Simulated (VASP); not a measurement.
# SnO2 (P4_2/mnm) in VASP: single point with r2SCAN

Aim: the single point of SnO2 with r2SCAN.

Program: VASP 6.6.1. These are calculated values, not measurements. Logs are shortened: lines on timing, memory, paths and dates and some standing lists are left out, and cuts for length are marked.

## Step 1: The cell of the first run

The structure is tetragonal, space group P4_2/mnm (No. 136). The conventional cell has a = 4.760 Å, b = 4.760 Å, c = 3.201 Å, α = 90.00°, β = 90.00°, γ = 90.00°. Sn (site symmetry mmm) has 6 O at 2.06 to 2.07 Å within 2.7 Å. O (site symmetry m2m) has 3 Sn at 2.06 to 2.07 Å and 1 O at 2.61 Å within 2.7 Å.

## Step 2: Single point, r2SCAN

POSCAR

```
SnO2
1.0
    0.0000000000      0.0000000000     -3.2005650981
    4.7602164759      4.7602164759      0.0000000000
    4.7602164759     -4.7602164759      0.0000000000
Sn O
4 8
Direct
    0.0000000000      0.5000000000      0.5000000000
    0.0000000000      0.0000000000      0.0000000000
    0.5000000000      0.5000000000      0.0000000000
    0.5000000000      0.0000000000      0.5000000000
    0.0000000000      0.3058934984      0.0000000000
    0.0000000000      0.8058934984      0.5000000000
    0.5000000000      0.5000000000      0.6941065016
    0.5000000000      0.0000000000      0.1941065016
    0.0000000000      0.6941065016      0.0000000000
    0.0000000000      0.1941065016      0.5000000000
    0.5000000000      0.5000000000      0.3058934984
    0.5000000000      1.0000000000      0.8058934984
```

INCAR.step1

```
SYSTEM = SnO2
PREC     = Accurate       ! precision mode
ENCUT    = 520            ! plane-wave cutoff, eV
ISMEAR   = 0              ! smearing method
SIGMA    = 0.05           ! smearing width, eV
LREAL    = .False.        ! projectors in reciprocal space
LASPH    = .True.         ! aspherical terms in the spheres
NELM     = 80             ! most SCF steps
NBANDS   = 64             ! bands
GGA      = PE             ! functional
ALGO     = Normal         ! electronic algorithm
EDIFF    = 1E-4           ! SCF threshold, eV
LWAVE    = .True.         ! write WAVECAR
LCHARG   = .False.        ! write CHGCAR
```

INCAR.step2

```
SYSTEM = SnO2
PREC     = Accurate       ! precision mode
ENCUT    = 520            ! plane-wave cutoff, eV
EDIFF    = 1E-6           ! SCF threshold, eV
ISMEAR   = 0              ! smearing method
SIGMA    = 0.05           ! smearing width, eV
LREAL    = .False.        ! projectors in reciprocal space
LASPH    = .True.         ! aspherical terms in the spheres
NELM     = 80             ! most SCF steps
ALGO     = Normal         ! electronic algorithm
ISIF     = 2              ! what is computed and relaxed
LWAVE    = .False.        ! write WAVECAR
LCHARG   = .True.         ! write CHGCAR
METAGGA  = R2SCAN         ! meta-GGA
LMIXTAU  = .True.       
LELF     = .True.         ! ELF
LVHAR    = .True.       
NBANDS   = 64             ! bands
ISTART   = 1
```

KPOINTS

```
regular mesh
0
Gamma
  8 4 4
  0 0 0
```

Potentials or basis: VASP PAW PBE potentials, release 64 (Sn_d, O).

Run with:

```
> cat potpaw_PBE.64/Sn_d/POTCAR potpaw_PBE.64/O/POTCAR > POTCAR
> cp INCAR.step1 INCAR
> mpirun -np 1 vasp_std > vasp.out
> cp INCAR.step2 INCAR
> mpirun -np 1 vasp_std > vasp.out
```

OUTCAR:

```text
SYSTEM = SnO2
   PREC = Accurate
   ENCUT = 520
   EDIFF = 1E-6
   ISMEAR = 0
   LREAL = .False.
   LASPH = .True.
   NELM = 80
   ISIF = 2
   METAGGA = R2SCAN
   ISTART = 1

 ion  position               nearest neighbor table
   1  0.000  0.500  0.500-   6 2.06  10 2.06   7 2.07  11 2.07   7 2.07  11 2.07   3 3.73   4 3.73
                             3 3.73   4 3.73   3 3.73   4 3.73   3 3.73   4 3.73
   2  0.000  0.000  0.000-   5 2.06   9 2.06   8 2.07  12 2.07   8 2.07  12 2.07   4 3.73   3 3.73
                             3 3.73   4 3.73   3 3.73   4 3.73   4 3.73   3 3.73
   3  0.500  0.500  0.000-   7 2.06  11 2.06   9 2.07   5 2.07   5 2.07   9 2.07   1 3.73   2 3.73
                             1 3.73   2 3.73   1 3.73   2 3.73   1 3.73   2 3.73
   4  0.500  0.000  0.500-   8 2.06  12 2.06  10 2.07   6 2.07   6 2.07  10 2.07   2 3.73   1 3.73
                             1 3.73   2 3.73   1 3.73   2 3.73   2 3.73   1 3.73
   5  0.000  0.306  0.000-   2 2.06   3 2.07   3 2.07
   6  0.000  0.806  0.500-   1 2.06   4 2.07   4 2.07
   7  0.500  0.500  0.694-   3 2.06   1 2.07   1 2.07
   8  0.500  0.000  0.194-   4 2.06   2 2.07   2 2.07
   9  0.000  0.694  0.000-   2 2.06   3 2.07   3 2.07
  10  0.000  0.194  0.500-   1 2.06   4 2.07   4 2.07
  11  0.500  0.500  0.306-   3 2.06   1 2.07   1 2.07
  12  0.500  0.000  0.806-   4 2.06   2 2.07   2 2.07

  LATTYP: Found a simple tetragonal cell.
 ALAT       =     6.7319627000
 C/A-ratio  =     0.4754282281

  Lattice vectors:

 A1 = (   4.7602164759,   4.7602164759,   0.0000000000)
 A2 = (   4.7602164759,  -4.7602164759,   0.0000000000)
 A3 = (   0.0000000000,   0.0000000000,  -3.2005650981)

Analysis of symmetry for initial positions (statically):
=====================================================================
 Subroutine PRICEL returns following result:

  LATTYP: Found a simple tetragonal cell.
 ALAT       =     4.7602164759
 C/A-ratio  =     0.6723570481

  Lattice vectors:

 A1 = (   0.0000000000,   4.7602164759,   0.0000000000)
 A2 = (   4.7602164759,   0.0000000000,   0.0000000000)
 A3 = (   0.0000000000,   0.0000000000,  -3.2005650981)

   2 primitive cells build up your supercell.

 Routine SETGRP: Setting up the symmetry group for a
 simple tetragonal supercell.

 Subroutine GETGRP returns: Found 16 space group operations
 (whereof  8 operations were pure point group operations)
 out of a pool of 16 trial point group operations.

The static configuration has the point symmetry D_2h.
 The point group associated with its full space group is D_4h.

Analysis of symmetry for dynamics (positions and initial velocities):
=====================================================================
 Subroutine PRICEL returns following result:

  LATTYP: Found a simple tetragonal cell.
 ALAT       =     4.7602164759
 C/A-ratio  =     0.6723570481

  Lattice vectors:

 A1 = (   0.0000000000,   4.7602164759,   0.0000000000)
 A2 = (   4.7602164759,   0.0000000000,   0.0000000000)
 A3 = (   0.0000000000,   0.0000000000,  -3.2005650981)

   2 primitive cells build up your supercell.

 Routine SETGRP: Setting up the symmetry group for a
 simple tetragonal supercell.

 Subroutine GETGRP returns: Found 16 space group operations
 (whereof  8 operations were pure point group operations)
 out of a pool of 16 trial point group operations.

The dynamic configuration has the point symmetry D_2h.
 The point group associated with its full space group is D_4h.

 Subroutine INISYM returns: Found 16 space group operations
 (whereof  8 operations are pure point group operations),
 and found     2 'primitive' translations

----------------------------------------------------------------------------------------

                                     Primitive cell

  volume of cell :      72.5237

  direct lattice vectors                    reciprocal lattice vectors
     0.000000000  4.760216476  0.000000000     0.000000000  0.210074480  0.000000000
     4.760216476  0.000000000  0.000000000     0.210074480  0.000000000  0.000000000
     0.000000000  0.000000000 -3.200565098     0.000000000  0.000000000 -0.312444824

  length of vectors
     4.760216476  4.760216476  3.200565098     0.210074480  0.210074480  0.312444824

  position of ions in fractional coordinates (direct lattice)
     0.000000000  0.000000000  0.000000000
     0.500000000  0.500000000  0.500000000
     0.305893498  0.305893498  0.000000000
     0.805893498  0.194106502  0.500000000
     0.694106502  0.694106502  0.000000000
     0.194106502  0.805893498  0.500000000

  ion indices of the primitive-cell ions
   primitive index   ion index
                 1           1
                 2           3
                 3           6
                 4           7
                 5          10
                 6          11

----------------------------------------------------------------------------------------

 KPOINTS: regular mesh

Automatic generation of k-mesh.
 Grid dimensions read from file:
 generate k-points for:    8    4    4

 Generating k-lattice:

  Cartesian coordinates                     Fractional coordinates (reciprocal lattice)
     0.000000000  0.000000000 -0.039055603     0.125000000  0.000000000  0.000000000
     0.026259310  0.026259310  0.000000000     0.000000000  0.250000000  0.000000000
     0.026259310 -0.026259310  0.000000000     0.000000000  0.000000000  0.250000000

  Length of vectors
     0.039055603  0.037136272  0.037136272

  Shift w.r.t. Gamma in fractional coordinates (k-lattice)
     0.000000000  0.000000000  0.000000000

 Subroutine IBZKPT returns following result:
 ===========================================

 Found     30 irreducible k-points:

 Following reciprocal coordinates:
            Coordinates               Weight
  0.000000  0.000000  0.000000      1.000000
  0.125000  0.000000  0.000000      2.000000
  0.250000  0.000000  0.000000      2.000000
  0.375000  0.000000  0.000000      2.000000
  0.500000  0.000000  0.000000      1.000000
  0.000000  0.250000  0.000000      4.000000
[... 16 lines left out ...]
  0.250000  0.500000  0.250000      8.000000
  0.375000  0.500000  0.250000      8.000000
 [... further k-points ...]
   k-points           NKPTS =     30   k-points in BZ     NKDIM =     30   number of bands    NBANDS=     64
   number of dos      NEDOS =    301   number of ions     NIONS =     12
   total plane-waves  NPLWV =  60000
   dimension x,y,z NGX =    24 NGY =   50 NGZ =   50
   dimension x,y,z NGXF=    48 NGYF=  100 NGZF=  100
   ions per type =               4   8
   NGX,Y,Z   is equivalent  to a cutoff of  12.47, 12.35, 12.35 a.u.
   NGXF,Y,Z  is equivalent  to a cutoff of  24.93, 24.70, 24.70 a.u.
 SYSTEM =  SnO2
   PREC   = accura    normal or accurate (medium, high low for compatibility)
   ISTART =      1    job   : 0-new  1-cont  2-samecut
   ICHARG =      0    charge: 1-file 2-atom 10-const
   ISPIN  =      1    spin polarized calculation?
   LNONCOLLINEAR =      F non collinear calculations
   LSORBIT =      F    spin-orbit coupling
   LASPH  =      T    aspherical Exc in radial PAW
   ENCUT  =  520.0 eV  38.22 Ry    6.18 a.u.   5.95 12.52 12.52*2*pi/ulx,y,z
   NELM   =     80;   NELMIN=  2; NELMDL=  0     # of ELM steps
   EDIFF  = 0.1E-05   stopping-criterion for ELM
   LREAL  =      F    real-space projection
   EDIFFG = 0.1E-04   stopping-criterion for IOM
   NSW    =      0    number of steps for IOM
   IBRION =     -1    ionic relax: 0-MD 1-quasi-New 2-CG
   NFREE  =      0    steps in history (QN), initial steepest desc. (CG)
   ISIF   =      2    stress and relaxation
   ISYM   =      2    0-nonsym 1-usesym 2-fastsym
   POTIM  = 0.5000    time-step for ionic-motion
   TEBEG  =    0.0;   TEEND  =   0.0 temperature during run
   PSTRESS=    0.0 pullay stress
   NELECT =     104.0000    total number of electrons
   NUPDOWN=      -1.0000    fix difference up-down
   EMIN   =  10.00;   EMAX   =-10.00  energy-range for DOS
   EFERMI =   0.00;   METHOD = LEGACY
   ISMEAR =     0;   SIGMA  =   0.05  broadening in eV -4-tet -1-fermi 0-gaus
   EFERMI_NEDOS =   21; number of points for ismear=-14 and -15
   IALGO  =     38    algorithm
   IMIX   =      4    mixing-type and parameters
     AMIX     =   0.40;   BMIX     =  1.00
     AMIX_MAG =   1.60;   BMIX_MAG =  1.00
  volume/ion in A,a.u.               =      12.09        81.57
  Fermi-wavevector in a.u.,A,eV,Ry     =   1.465264  2.768948 29.211695  2.146999
  Thomas-Fermi vector in A             =   2.581142
   LORBIT       =      0    0 simple, 1 ext, 2 COOP (PROOUT), +10 PAW based schemes
   METAGGA = R2SCAN    functional components
   LHFCALC =     F    Hartree Fock is set to
   AEXX    =    0.0000 exact exchange contribution
   IVDW    =     0    specifies the selected vdW correction
   LEPSILON=     F    determine dielectric tensor
   LRPA    =     F    only Hartree local field effects (RPA)
 non-spin polarized calculation
 Gauss-broadening in eV      SIGMA  =   0.05
  energy-cutoff  :      520.00
  volume of cell :      145.05
 maximum number of plane-waves:      3934
 NGX is ok and might be reduce to    24
   NGX = 11   NGY = 25   NGZ = 25

 number of electron     104.0000021 magnetization

 Free energy of the ion-electron system (eV)
  ---------------------------------------------------
  ext. energy  EPLUGINS =         0.00000000
  ---------------------------------------------------
  free energy    TOTEN  =      -169.26028155 eV

  energy without entropy =     -169.26028155  energy(sigma->0) =     -169.26028155

 E-fermi :   5.8224     XC(G=0): -11.9692

 val. band max:        5.5568909425   @ k =   0.0000   0.0000   0.0000
 cond. band min:       7.3508560481   @ k =   0.0000   0.0000   0.0000
 fundamental gap:      1.7939651056
 Fermi energy:         5.8223669706

 k-point     1 :       0.0000    0.0000    0.0000
  band No.  band energies     occupation
      1     -16.1797      2.00000
      2     -15.8978      2.00000
      3     -15.8978      2.00000
      4     -15.2670      2.00000
      5     -14.9692      2.00000
      6     -14.9692      2.00000
[... 1597 lines left out ...]
     63      17.0557      0.00000
     64      17.0557      0.00000

 [... further k-points ...]
[... 5 lines left out ...]
  --------------------------------------------------------------------------------------
  -------------------------------------------------------------------------------------
  Total        0.8383343      0.8383343      1.3056740      0.0000000      0.0000000      0.0000000
  in kB        9.2601441      9.2601441     14.4223249      0.0000000      0.0000000      0.0000000
  external PRESSURE =      10.9808711 kB  Pullay stress =       0.0000000 kB

 VOLUME and BASIS-vectors are now :
 -----------------------------------------------------------------------------
  energy-cutoff  :      520.00
  volume of cell :      145.05
      direct lattice vectors                 reciprocal lattice vectors
     0.000000000  0.000000000 -3.200565098     0.000000000  0.000000000 -0.312444824
     4.760216476  4.760216476  0.000000000     0.105037240  0.105037240  0.000000000
     4.760216476 -4.760216476  0.000000000     0.105037240 -0.105037240  0.000000000

 POSITION                                       TOTAL-FORCE (eV/Angst)
 -----------------------------------------------------------------------------------
      4.76022      0.00000      0.00000        -0.000000      0.000000      0.000000
      0.00000      0.00000      0.00000        -0.000000      0.000000      0.000000
      2.38011      2.38011     -1.60028         0.000000      0.000000      0.000000
      2.38011     -2.38011     -1.60028         0.000000      0.000000      0.000000
      1.45612      1.45612      0.00000        -0.021483     -0.021483      0.000000
      6.21634      1.45612      0.00000        -0.021483     -0.021483      0.000000
      5.68421     -0.92399     -1.60028         0.021483     -0.021483     -0.000000
      0.92399     -0.92399     -1.60028         0.021483     -0.021483      0.000000
      3.30410      3.30410      0.00000         0.021483      0.021483     -0.000000
      3.30410     -1.45612      0.00000         0.021483      0.021483     -0.000000
      3.83623      0.92399     -1.60028        -0.021483      0.021483      0.000000
      3.83623     -3.83623     -1.60028        -0.021483      0.021483     -0.000000
 -----------------------------------------------------------------------------------
    total drift:                               -0.000000      0.000000     -0.000000

  FREE ENERGIE OF THE ION-ELECTRON SYSTEM (eV)
  ---------------------------------------------------
  free  energy   TOTEN  =      -169.2602815471 eV

  energy  without entropy=     -169.2602815471  energy(sigma->0) =     -169.26028155
```

Run time: 22 min. Hardware: 1 thread of Intel Xeon 8259CL, shared host; peak memory 0.37 GiB.

Results:

```yaml
Free_energy: -169.2603 eV
Pressure: 1.1 GPa
Largest_force: 0.030 eV/Å
Band_gap_on_the_k_mesh: 1.79 eV
```

Forces in eV/Å, atoms in the order of the input:
```
Sn   0.000  0.000  0.000
Sn   0.000  0.000  0.000
Sn   0.000  0.000  0.000
Sn   0.000  0.000  0.000
O   -0.021 -0.021  0.000
O   -0.021 -0.021  0.000
O    0.021 -0.021  0.000
O    0.021 -0.021  0.000
O    0.021  0.021  0.000
O    0.021  0.021  0.000
O   -0.021  0.021  0.000
O   -0.021  0.021  0.000
```

Caveat: the PAW data sets were made with another functional, which shifts forces and pressure a little; spin-orbit coupling is left out, which moves the levels of the heavy elements.
